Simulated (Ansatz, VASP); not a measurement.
## Ag: VASP beside Ansatz

The input INCAR:

```
SYSTEM = Ag
ALGO = Fast ; EDIFF = 1E-6
ENCUT = 520 ; GGA = PS
ISIF = 2 ; ISMEAR = 0
LASPH = .True. ; LCHARG = .False.
LREAL = .False. ; LWAVE = .False.
NBANDS = 18 ; NELM = 100
PREC = Accurate ; SIGMA = 0.15
```

Contents of KPOINTS:

```
k-points
0
Gamma
  18 18 10
  0 0 0
```

POSCAR

```
Ag
1.0
   -1.6556540000      1.6556540000      1.6556540000
    1.6556540000     -1.6556540000      1.6556540000
    3.3113080000      3.3113080000      0.0000000000
Ag
2
Direct
   -0.0533857603      0.0533857603      0.0000000000
    0.5533857603      0.4466142397      0.5000000000
```

Input for Ansatz:

```yaml
crystal:
  lattice:
    - [-1.655654, 1.655654, 1.655654]
    - [1.655654, -1.655654, 1.655654]
    - [3.311308, 3.311308, 0.0]
  atoms:
    - { symbol: Ag, position: [-0.0533857603, 0.0533857603, 0.0] }
    - { symbol: Ag, position: [0.5533857603, 0.4466142397, 0.5] }
basis:
  ecutwfc: 420
kpoints:
  mp_grid: { grid: [18, 18, 10] }
hamiltonian:
  xc: pbesol
scf:
  occupations: { method: gaussian, width: 0.15 }
output:
  forces: true
  stress: true
  eigenvalues: true
```

Change from the starting cell: mode 1 (-27.1 1/cm) frozen in, largest displacement +0.250 Å.

Alike in both runs: task single point; functional PBEsol; k mesh 18 × 18 × 10; occupations gaussian, width 0.15 eV; no spin polarisation.

|  | VASP | Ansatz |
| --- | --- | --- |
| version | VASP 6.6.1 | Ansatz 0.2.0 |
| potentials or method | VASP PAW PBE potentials, release 64 (Ag), cutoff 520 eV | scalar-relativistic, plane waves, PAW |
| valence electrons in the cell | 22 | 38 |

|  | VASP | Ansatz | Ansatz less VASP |
| --- | --- | --- | --- |
| gap on the k mesh at the Fermi level (eV) | none | none | - |
| pressure (GPa) | -7.2 | -7.0 | +0.18 |
| traceless stress, the component that is largest in VASP (GPa) | -1.10 | -1.10 | -0.006 |
| rms of the force components (eV/Å) | 0.015 | 0.015 | +0.0004 |

VASP's potentials were made for PBE, not for PBEsol. Atom by atom the forces differ by 0.000 eV/Å (rms over components). A gap of «none» marks a metal or a gap that the smearing closes. The functional is the same, so the differences come from potentials, cutoffs and numerics. VASP's potentials hold 22 valence electrons a cell and Ansatz's 38, so a difference there can come from the potentials and not from the codes.
